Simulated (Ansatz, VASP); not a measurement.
**Ti in VASP and in Ansatz**

File INCAR:

```
PREC = Accurate
ENCUT = 600
EDIFF = 1E-7
ISMEAR = -1
SIGMA = 0.05
LREAL = False
LASPH = True
NELM = 100
ALGO = Normal
ISIF = 3
LWAVE = False
LCHARG = False
GGA = RP
IBRION = 2
NSW = 80
EDIFFG = -0.005
```

Contents of KPOINTS:

```
regular mesh
0
Gamma
  7 7 9
```

The input POSCAR:

```
Ti
1.0
    4.5673748306      0.0000000000      0.0000000000
   -2.2836874153      3.9554626319      0.0000000000
    0.0000000000      0.0000000000      2.8262442700
Ti
3
Direct
    0.6666666667      0.3333333333      0.5000000000
    0.3333333333      0.6666666667      0.5000000000
    0.0000000000      0.0000000000      0.0000000000
```

input.yaml

```yaml
crystal:
  lattice:
    - [4.5673748306, 0.0, 0.0]
    - [-2.2836874153, 3.9554626319, 0.0]
    - [0.0, 0.0, 2.82624427]
  atoms:
    - { symbol: Ti, position: [0.6666666667, 0.3333333333, 0.5] }
    - { symbol: Ti, position: [0.3333333333, 0.6666666667, 0.5] }
    - { symbol: Ti, position: [0.0, 0.0, 0.0] }
kpoints:
  mp_grid: { grid: [7, 7, 9] }
scf:
  occupations: { method: fermi_dirac, width: 0.05 }
hamiltonian:
  xc: rpbe
  pseudopotentials: { kind: all_electron, lapw: { basis_error: 0.002 } }
output:
  forces: true
  stress: true
relax:
  f_tol: 0.005
  max_steps: 60
  cell: {}
```

Alike in both runs: task relaxation of cell and atoms; functional RPBE; k mesh 7 × 7 × 9; occupations fermi-dirac, width 0.05 eV; no spin polarisation.

|  | VASP | Ansatz |
| --- | --- | --- |
| version | VASP 6.6.1 | Ansatz 0.2.0 |
| potentials or method | VASP PAW PBE potentials, release 64 (Ti_sv), cutoff 600 eV | all-electron LAPW, scalar-relativistic |

VASP gave:

- relaxed volume (Å³/atom): 17.61
- relaxed length of the cell vector where the two differ most in proportion (Å): 4.624

Which values does Ansatz return?

Relaxed volume (Å³/atom): 17.64; relaxed length of the cell vector where the two differ most in proportion (Å): 4.626.

VASP's potentials were made for PBE, not for RPBE. Ansatz ran all-electron here, and VASP with PAW potentials.
